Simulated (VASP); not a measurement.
The system is Zr.

```
CELL_PARAMETERS angstrom
3.23200 0.00000 0.00000
-1.61600 2.79899 0.00000
0.00000 0.00000 5.14700
ATOMIC_POSITIONS crystal
Zr 0.33333 0.66667 0.25000
Zr 0.66667 0.33333 0.75000
```

- Program: VASP 6.6.1
- Task: relaxation of cell and atoms
- Functional: PBEsol
- Potentials or basis: VASP PAW PBE potentials, release 64 (Zr_sv)
- Cutoff: 600 eV
- k mesh: 12 × 12 × 6
- Occupations: fermi-dirac, width 0.05 eV
- Spin: no spin polarisation

At the start: pressure -3.2 GPa; volume 23.28 Å³/atom.

How do energy, volume and symmetry change on relaxing?

Over 10 steps the energy falls by 8.1 meV/atom and the volume is 22.50 Å³/atom (-3.4 %); space group P6_3/mmc (No. 194, to 0.05 Å).

Step by step:
| step | energy change (eV) | largest force (eV/Å) | pressure (GPa) | volume (Å³) |
| --- | --- | --- | --- | --- |
| 1 | 0.0000 | 0.0000 | -3.19 | 46.56 |
| 2 | 0.0001 | 0.0000 | 3.52 | 43.51 |
| 3 | -0.0159 | 0.0000 | -0.01 | 45.01 |
| 4 | -0.0159 | 0.0000 | 0.06 | 44.98 |
| 5 | -0.0161 | 0.0000 | 0.05 | 44.98 |
| 6 | -0.0161 | 0.0000 | 0.05 | 44.98 |
| 7 | -0.0161 | 0.0000 | 0.05 | 44.98 |
| 8 | -0.0161 | 0.0000 | 0.05 | 44.98 |
| 9 | -0.0161 | 0.0000 | -0.05 | 45.02 |
| 10 | -0.0161 | 0.0000 | 0.00 | 45.00 |

Final structure:
```
Zr
1.0
     3.18909    0.00000    0.00000
    -1.59455    2.76183    0.00000
     0.00000    0.00000    5.10889
Zr
2
Direct
  0.33333 0.66667 0.25000
  0.66667 0.33333 0.75000
```

Caveat: the PAW data sets were made with another functional, which shifts forces and pressure a little.
